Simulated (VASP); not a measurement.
Wanted: the native input for a VASP 6.6.1 run.

```yaml
Task: single point
Functional: PBEsol
Potentials_or_basis: VASP PAW PBE potentials, release 64 (Pb_d)
Cutoff: 520 eV
k_mesh: 13 × 13 × 13
Occupations: fermi-dirac, width 0.05 eV
Spin: no spin polarisation
Dipole_correction: no
Further_INCAR_settings: ALGO = Normal; EDIFF = 1e-07; NBANDS = 13
```

The structure of Pb lies in POSCAR:

```
Pb
1.0
    0.0000000000      2.4947547435      2.4947547435
    2.4947547435      0.0000000000      2.4947547435
    2.4947547435      2.4947547435      0.0000000000
Pb
1
Direct
    0.0000000000      0.0000000000      0.0000000000
```

One way to write it, as run:

INCAR

```
SYSTEM = Pb
PREC     = Accurate       ! precision mode
ENCUT    = 520            ! plane-wave cutoff, eV
EDIFF    = 1E-7           ! SCF threshold, eV
ISMEAR   = -1             ! smearing method
SIGMA    = 0.05           ! smearing width, eV
LREAL    = .FALSE.        ! projectors in reciprocal space
LASPH    = .TRUE.         ! aspherical terms in the spheres
NELM     = 60             ! most SCF steps
ALGO     = Normal         ! electronic algorithm
ISIF     = 2              ! what is computed and relaxed
LWAVE    = .FALSE.        ! write WAVECAR
LCHARG   = .FALSE.        ! write CHGCAR
GGA      = PS             ! functional
NBANDS   = 13             ! bands
```

KPOINTS

```
Automatic mesh
0
G
  13 13 13
  0 0 0
```

Potentials or basis: VASP PAW PBE potentials, release 64 (Pb_d).

Run with:

```bash
$ cat potpaw_PBE.64/Pb_d/POTCAR > POTCAR
$ mpirun -np 1 vasp_std > vasp.out
```

Results of the run:

| Item | Value |
| --- | --- |
| Pressure | -1.5 GPa |
| Band gap on the k mesh | zero (band 7 reaches 14.06 eV, above the bottom of band 8 at 5.20 eV) |

Caveat: the PAW data sets were made with another functional, which shifts forces and pressure a little; spin-orbit coupling is left out, which moves the levels of the heavy elements.

It took 26 s on 1 thread of Intel(R) Xeon(R) Platinum 8375C CPU @ 2.90GHz (Ice Lake), with other jobs on the host, peak memory 0.17 GiB.
